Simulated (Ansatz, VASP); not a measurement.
One calculation of PtS2, two programs

```
Pt S
1.0
     3.54320    0.00000    0.00000
    -1.77160    3.06850    0.00000
     0.00000    0.00000    5.03880
Pt S
1 2
Direct
  0.00000 0.00000 0.00000
  0.66667 0.33333 0.77300
  0.33333 0.66667 0.22700
```

Alike in both runs: task single point; functional PBE-based screened hybrid; k mesh 5 × 5 × 3; occupations fermi-dirac, width 0.05 eV; no spin polarisation.

|  | VASP | Ansatz |
| --- | --- | --- |
| version | VASP 6.6.1 | Ansatz 0.2.0 |
| potentials or method | VASP PAW PBE potentials, release 64 (Pt, S) | Ansatz PAW |
| plane-wave cutoff (eV) | 520 | 420 |
| valence electrons in the cell | 22 | 30 |

|  | VASP | Ansatz | Ansatz less VASP |
| --- | --- | --- | --- |
| gap on the k mesh at the Fermi level (eV) | 1.92 | 1.95 | +0.029 |
| least direct gap on the mesh (eV) | 2.20 | 2.21 | +0.009 |
| pressure (GPa) | 6.5 | 6.9 | +0.50 |
| traceless stress, the component that is largest in VASP (GPa) | 1.06 | 0.92 | -0.136 |
| rms of the force components (eV/Å) | 0.406 | 0.424 | +0.0183 |

VASP's potentials were made for PBE, not for PBE-based screened hybrid. Atom by atom the forces differ by 0.018 eV/Å (rms over components). VASP's potentials hold 22 valence electrons a cell and Ansatz's 30, so a difference there can come from the potentials and not from the codes.

Spin-orbit coupling is off throughout. Noted on Ansatz's run: odd divisions of the mesh miss points on the zone boundary, where band edges often lie, so the gap on the mesh can be too wide.
